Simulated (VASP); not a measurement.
Write the native input for VASP 6.6.1 that does the following.

```
Task                   : single point
Functional             : PBE
Potentials or basis    : VASP PAW PBE potentials, release 64 (Mg, B)
Cutoff                 : 520 eV
k mesh                 : 6 × 6 × 5
Occupations            : fermi-dirac, width 0.03 eV
Spin                   : no spin polarisation
Dipole correction      : no
Further INCAR settings : ALGO = Normal; EDIFF = 1e-07; NBANDS = 11
```

The structure of MgB2 lies in POSCAR:

```
MgB2
1.0
    3.0850000000      0.0000000000      0.0000000000
   -1.5425000000      2.6716883707      0.0000000000
    0.0000000000      0.0000000000      3.5230000000
Mg B
1 2
Direct
    0.0000000000      0.0000000000      0.0000000000
    0.6666666667      0.3333333333      0.5000000000
    0.3333333333      0.6666666667      0.5000000000
```

The input as run:

INCAR

```
PREC     = Accurate       # precision mode
ENCUT    = 520            # plane-wave cutoff, eV
EDIFF    = 1E-7           # SCF threshold, eV
ISMEAR   = -1             # smearing method
SIGMA    = 0.03           # smearing width, eV
LREAL    = F              # projectors in reciprocal space
LASPH    = T              # aspherical terms in the spheres
NELM     = 60             # most SCF steps
ALGO     = Normal         # electronic algorithm
ISIF     = 2              # what is computed and relaxed
LWAVE    = F              # write WAVECAR
LCHARG   = F              # write CHGCAR
GGA      = PE             # functional
NBANDS   = 11             # bands
```

KPOINTS

```
regular mesh
0
Gamma
  6 6 5
```

Potentials or basis: VASP PAW PBE potentials, release 64 (Mg, B).

Command:

```sh
$ cat potpaw_PBE.64/Mg/POTCAR potpaw_PBE.64/B/POTCAR > POTCAR
$ mpirun -np 1 vasp_std > vasp.out
```

It gave:

```yaml
Pressure: -1.1 GPa
Band_gap_on_the_k_mesh: zero (band 4 reaches 7.05 eV, above the bottom of band 5 at 3.54 eV)
```

Caveat: the k points lie up to 0.39 Å⁻¹ apart.

Wall time 9.1 s on 1 thread of Intel Xeon 8259CL, with other jobs on the host, peak memory 0.14 GiB.
